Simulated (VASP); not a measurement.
# MoS2 in VASP: single point with PBE

Aim: the single point of MoS2 with PBE.

Program: VASP 6.6.1. These are calculated values, not measurements. Logs are shortened: lines on timing, memory, paths and dates and some standing lists are left out, and cuts for length are marked.

**1. The cell of the first run**

The cell holds a slab with vacuum, 6 atoms: a = 3.185 Å, b = 5.516 Å, c = 17.625 Å, α = 99.00°, β = 95.18°, γ = 90.00°.

**2. Single point, PBE (atoms displaced along a vibrational mode)**

INCAR reads:

```
SYSTEM = MoS2
ALGO     = Normal         ! electronic algorithm
EDIFF    = 1E-6           ! SCF threshold, eV
ENCUT    = 520            ! plane-wave cutoff, eV
GGA      = PE             ! functional
ISIF     = 2              ! what is computed and relaxed
ISMEAR   = 0              ! smearing method
LASPH    = .TRUE.         ! aspherical terms in the spheres
LCHARG   = .FALSE.        ! write CHGCAR
LREAL    = .FALSE.        ! projectors in reciprocal space
LWAVE    = .FALSE.        ! write WAVECAR
NBANDS   = 35             ! bands
NELM     = 60             ! most SCF steps
PREC     = Accurate       ! precision mode
SIGMA    = 0.05           ! smearing width, eV
```

KPOINTS reads:

```
k-points
0
G
  8 8 8
  0 0 0
```

POSCAR reads:

```
MoS2
1.0
   -3.1846304049      0.0000000000      0.0000000000
    0.0000000000      5.5159416646      0.0000000000
    1.5923152025     -2.7579708323    -17.3349242269
Mo S
2 4
Direct
    0.9995710218     -0.0004289782     -0.0008579565
    0.5004289782      0.5004289782      0.0008579565
    0.9546255267      0.2840314165      0.9092510534
    0.4552213825      0.7924821593      0.9104427650
    0.5453744733      0.8747803631      0.0907489466
    0.0447786175      0.3820393943      0.0895572350
```

Potentials or basis: VASP PAW PBE potentials, release 64 (Mo_sv, S).

Launch:

```
$ cat potpaw_PBE.64/Mo_sv/POTCAR potpaw_PBE.64/S/POTCAR > POTCAR
$ mpirun -np 1 vasp_std > vasp.out
```

OUTCAR:

```text
SYSTEM = MoS2
   EDIFF = 1E-6
   ENCUT = 520
   GGA = PE
   ISIF = 2
   ISMEAR = 0
   LASPH = .TRUE.
   LREAL = .FALSE.
   NELM = 60
   PREC = Accurate

 ion  position               nearest neighbor table
   1  1.000  1.000  0.999-   4 2.39   4 2.39   3 2.39   6 2.43   5 2.44   5 2.44   2 3.18   2 3.18
                             2 3.18   2 3.18
   2  0.500  0.500  0.001-   6 2.39   6 2.39   5 2.39   4 2.43   3 2.44   3 2.44   1 3.18   1 3.18
                             1 3.18   1 3.18
   3  0.955  0.284  0.909-   1 2.39   2 2.44   2 2.44
   4  0.455  0.792  0.910-   1 2.39   1 2.39   2 2.43
   5  0.545  0.875  0.091-   2 2.39   1 2.44   1 2.44
   6  0.045  0.382  0.090-   2 2.39   2 2.39   1 2.43

  LATTYP: Found a body centered orthorhombic cell.
 ALAT       =     3.1846304049
 B/A-ratio  =     1.7320508076
 C/A-ratio  =    10.8866160420

  Lattice vectors:

 A1 = (  -1.5923152025,   2.7579708323,  17.3349242269)
 A2 = (   1.5923152024,  -2.7579708323,  17.3349242269)
 A3 = (   1.5923152025,   2.7579708323, -17.3349242269)

Analysis of symmetry for initial positions (statically):
=====================================================================
 Subroutine PRICEL returns:
 Original cell was already a primitive cell.

 Routine SETGRP: Setting up the symmetry group for a
 body centered orthorhombic supercell.

 Subroutine GETGRP returns: Found  4 space group operations
 (whereof  2 operations were pure point group operations)
 out of a pool of  8 trial point group operations.

The static configuration has the point symmetry C_1h.
 The point group associated with its full space group is C_2v.

Analysis of symmetry for dynamics (positions and initial velocities):
=====================================================================
 Subroutine PRICEL returns:
 Original cell was already a primitive cell.

 Routine SETGRP: Setting up the symmetry group for a
 body centered orthorhombic supercell.

 Subroutine GETGRP returns: Found  4 space group operations
 (whereof  2 operations were pure point group operations)
 out of a pool of  8 trial point group operations.

The dynamic configuration has the point symmetry C_1h.
 The point group associated with its full space group is C_2v.

 Subroutine INISYM returns: Found  4 space group operations
 (whereof  2 operations are pure point group operations),
 and found     1 'primitive' translations

----------------------------------------------------------------------------------------

                                     Primitive cell

  volume of cell :     304.5094

  direct lattice vectors                    reciprocal lattice vectors
    -3.184630405  0.000000000  0.000000000    -0.314008181  0.000000000 -0.028843507
     0.000000000  5.515941665  0.000000000     0.000000000  0.181292708 -0.028843507
     1.592315203 -2.757970832-17.334924227     0.000000000  0.000000000 -0.057687013

  length of vectors
     3.184630405  5.515941665 17.625023937     0.315330121  0.183572857  0.057687013

  position of ions in fractional coordinates (direct lattice)
     0.999571022  0.999571022  0.999142044
     0.500428978  0.500428978  0.000857956
     0.954625527  0.284031416  0.909251053
     0.455221382  0.792482159  0.910442765
     0.545374473  0.874780363  0.090748947
     0.044778618  0.382039394  0.089557235

  ion indices of the primitive-cell ions
   primitive index   ion index
                 1           1
                 2           2
                 3           3
                 4           4
                 5           5
                 6           6

----------------------------------------------------------------------------------------

 KPOINTS: k-points

Automatic generation of k-mesh.
 Grid dimensions read from file:
 generate k-points for:    8    8    8

 Generating k-lattice:

  Cartesian coordinates                     Fractional coordinates (reciprocal lattice)
    -0.039251023  0.000000000 -0.003605438     0.125000000  0.000000000  0.000000000
     0.000000000  0.022661588 -0.003605438     0.000000000  0.125000000  0.000000000
     0.000000000  0.000000000 -0.007210877     0.000000000  0.000000000  0.125000000

  Length of vectors
     0.039416265  0.022946607  0.007210877

  Shift w.r.t. Gamma in fractional coordinates (k-lattice)
     0.000000000  0.000000000  0.000000000

 Subroutine IBZKPT returns following result:
 ===========================================

 Found     95 irreducible k-points:

 Following reciprocal coordinates:
            Coordinates               Weight
  0.000000  0.000000  0.000000      1.000000
  0.125000  0.000000  0.000000      4.000000
  0.250000  0.000000  0.000000      4.000000
  0.375000  0.000000  0.000000      4.000000
  0.500000  0.000000  0.000000      2.000000
  0.000000  0.125000  0.000000      4.000000
[... 16 lines left out ...]
  0.125000  0.375000  0.000000      8.000000
  0.250000  0.375000  0.000000      8.000000
 [... further k-points ...]
   k-points           NKPTS =     95   k-points in BZ     NKDIM =     95   number of bands    NBANDS=     35
   number of dos      NEDOS =    301   number of ions     NIONS =      6
   total plane-waves  NPLWV = 141120
   dimension x,y,z NGX =    24 NGY =   42 NGZ =  140
   dimension x,y,z NGXF=    48 NGYF=   84 NGZF=  280
   ions per type =               2   4
   NGX,Y,Z   is equivalent  to a cutoff of  12.53, 12.66, 13.21 a.u.
   NGXF,Y,Z  is equivalent  to a cutoff of  25.06, 25.32, 26.41 a.u.
 SYSTEM =  MoS2
   PREC   = accura    normal or accurate (medium, high low for compatibility)
   ISTART =      0    job   : 0-new  1-cont  2-samecut
   ICHARG =      2    charge: 1-file 2-atom 10-const
   ISPIN  =      1    spin polarized calculation?
   LNONCOLLINEAR =      F non collinear calculations
   LSORBIT =      F    spin-orbit coupling
   LASPH  =      T    aspherical Exc in radial PAW
   ENCUT  =  520.0 eV  38.22 Ry    6.18 a.u.   5.92 10.26 32.77*2*pi/ulx,y,z
   NELM   =     60;   NELMIN=  2; NELMDL= -5     # of ELM steps
   EDIFF  = 0.1E-05   stopping-criterion for ELM
   LREAL  =      F    real-space projection
   EDIFFG = 0.1E-04   stopping-criterion for IOM
   NSW    =      0    number of steps for IOM
   IBRION =     -1    ionic relax: 0-MD 1-quasi-New 2-CG
   NFREE  =      0    steps in history (QN), initial steepest desc. (CG)
   ISIF   =      2    stress and relaxation
   ISYM   =      2    0-nonsym 1-usesym 2-fastsym
   POTIM  = 0.5000    time-step for ionic-motion
   TEBEG  =    0.0;   TEEND  =   0.0 temperature during run
   PSTRESS=    0.0 pullay stress
   NELECT =      52.0000    total number of electrons
   NUPDOWN=      -1.0000    fix difference up-down
   EMIN   =  10.00;   EMAX   =-10.00  energy-range for DOS
   EFERMI =   0.00;   METHOD = LEGACY
   ISMEAR =     0;   SIGMA  =   0.05  broadening in eV -4-tet -1-fermi 0-gaus
   EFERMI_NEDOS =   21; number of points for ismear=-14 and -15
   IALGO  =     38    algorithm
   IMIX   =      4    mixing-type and parameters
     AMIX     =   0.40;   BMIX     =  1.00
     AMIX_MAG =   1.60;   BMIX_MAG =  1.00
  volume/ion in A,a.u.               =      50.75       342.49
  Fermi-wavevector in a.u.,A,eV,Ry     =   0.908258  1.716358 11.223881  0.824932
  Thomas-Fermi vector in A             =   2.032162
   LORBIT       =      0    0 simple, 1 ext, 2 COOP (PROOUT), +10 PAW based schemes
   GGA     = PE    functional components
   LHFCALC =     F    Hartree Fock is set to
   AEXX    =    0.0000 exact exchange contribution
   IVDW    =     0    specifies the selected vdW correction
   LEPSILON=     F    determine dielectric tensor
   LRPA    =     F    only Hartree local field effects (RPA)
 non-spin polarized calculation
 Gauss-broadening in eV      SIGMA  =   0.05
  energy-cutoff  :      520.00
  volume of cell :      304.51
 maximum number of plane-waves:      8244
   NGX = 11   NGY = 21   NGZ = 65

 number of electron      52.0000003 magnetization

 Free energy of the ion-electron system (eV)
  ---------------------------------------------------
  ext. energy  EPLUGINS =         0.00000000
  ---------------------------------------------------
  free energy    TOTEN  =       -43.67560815 eV

  energy without entropy =      -43.67560815  energy(sigma->0) =      -43.67560815

 E-fermi :  -1.1965     XC(G=0):  -4.4068

 val. band max:       -1.4318526308   @ k =   0.0000   0.0000   0.2500
 cond. band min:       0.2876661175   @ k =   0.3750   0.0000   0.0000
 fundamental gap:      1.7195187483
 Fermi energy:        -1.1965233178

 k-point     1 :       0.0000    0.0000    0.0000
  band No.  band energies     occupation
      1     -62.2999      2.00000
      2     -62.2628      2.00000
      3     -36.6031      2.00000
      4     -36.4381      2.00000
      5     -36.3649      2.00000
      6     -36.3220      2.00000
[... 27 lines left out ...]
     34       2.8776      0.00000
     35       3.9173      0.00000

 k-point     2 :       0.1250    0.0000    0.0000
  band No.  band energies     occupation
      1     -62.2957      2.00000
      2     -62.2615      2.00000
      3     -36.5860      2.00000
      4     -36.4299      2.00000
      5     -36.3623      2.00000
      6     -36.3560      2.00000
[... 27 lines left out ...]
     34       2.7817      0.00000
     35       4.2058      0.00000

 k-point     3 :       0.2500    0.0000    0.0000
  band No.  band energies     occupation
      1     -62.2852      2.00000
      2     -62.2589      2.00000
      3     -36.5401      2.00000
      4     -36.4349      2.00000
      5     -36.4082      2.00000
      6     -36.3792      2.00000
[... 27 lines left out ...]
     34       3.3089      0.00000
     35       4.8829      0.00000
[... 723 lines left out ...]
 k-point    23 :       0.1250    0.3750    0.0000
  band No.  band energies     occupation
      1     -62.2852      2.00000
      2     -62.2721      2.00000
      3     -36.4947      2.00000
      4     -36.4087      2.00000
      5     -36.3874      2.00000
      6     -36.3739      2.00000
[... 27 lines left out ...]
     34       2.8426      0.00000
     35       4.9019      0.00000

 k-point    24 :       0.2500    0.3750    0.0000
  band No.  band energies     occupation
      1     -62.2771      2.00000
      2     -62.2671      2.00000
      3     -36.5212      2.00000
      4     -36.4604      2.00000
      5     -36.3935      2.00000
      6     -36.3733      2.00000
[... 27 lines left out ...]
     34       3.0264      0.00000
     35       5.4718      0.00000

 [... further k-points ...]
[... 5 lines left out ...]
  --------------------------------------------------------------------------------------
  -------------------------------------------------------------------------------------
  Total        0.0300474     -0.0130519     -0.0326739      0.0000000      0.0000000      0.0000000
  in kB        0.1580947     -0.0686727     -0.1719138      0.0000000      0.0000000      0.0000000
  external PRESSURE =      -0.0274973 kB  Pullay stress =       0.0000000 kB

 VOLUME and BASIS-vectors are now :
 -----------------------------------------------------------------------------
  energy-cutoff  :      520.00
  volume of cell :      304.51
      direct lattice vectors                 reciprocal lattice vectors
    -3.184630405  0.000000000  0.000000000    -0.314008181  0.000000000 -0.028843507
     0.000000000  5.515941665  0.000000000     0.000000000  0.181292708 -0.028843507
     1.592315203 -2.757970832-17.334924227     0.000000000  0.000000000 -0.057687013

 POSITION                                       TOTAL-FORCE (eV/Angst)
 -----------------------------------------------------------------------------------
     -1.59232      2.75797    -17.32005         0.000000      0.010646     -0.733149
     -1.59232      2.75797     -0.01487        -0.000000      0.010646      0.733149
     -1.59232     -0.94099    -15.76180         0.000000      0.351528     -0.163749
      0.00000      1.86031    -15.78246        -0.000000     -0.362174      0.177425
     -1.59232      4.57495     -1.57313        -0.000000      0.351528      0.163749
      0.00000      1.86031     -1.55247         0.000000     -0.362174     -0.177425
 -----------------------------------------------------------------------------------
    total drift:                                0.000001      0.000027     -0.000008

  FREE ENERGIE OF THE ION-ELECTRON SYSTEM (eV)
  ---------------------------------------------------
  free  energy   TOTEN  =       -43.6756081464 eV

  energy  without entropy=      -43.6756081464  energy(sigma->0) =      -43.67560815
```

Run time: 25 min. Hardware: 1 thread of Oxide Virtual Turin-like, shared host; peak memory 0.87 GiB.

Results:

- Free energy: -43.6756 eV
- Largest force: 0.733 eV/Å
- Band gap on the k mesh: 1.72 eV

Forces in eV/Å, atoms in the order of the input:
```
Mo   0.000  0.011 -0.733
Mo   0.000  0.011  0.733
S    0.000  0.352 -0.164
S    0.000 -0.362  0.177
S    0.000  0.352  0.164
S    0.000 -0.362 -0.177
```

Caveat: the cell differs from its parent crystal (atoms displaced along a vibrational mode); there is no dipole correction, which matters where the two faces differ.
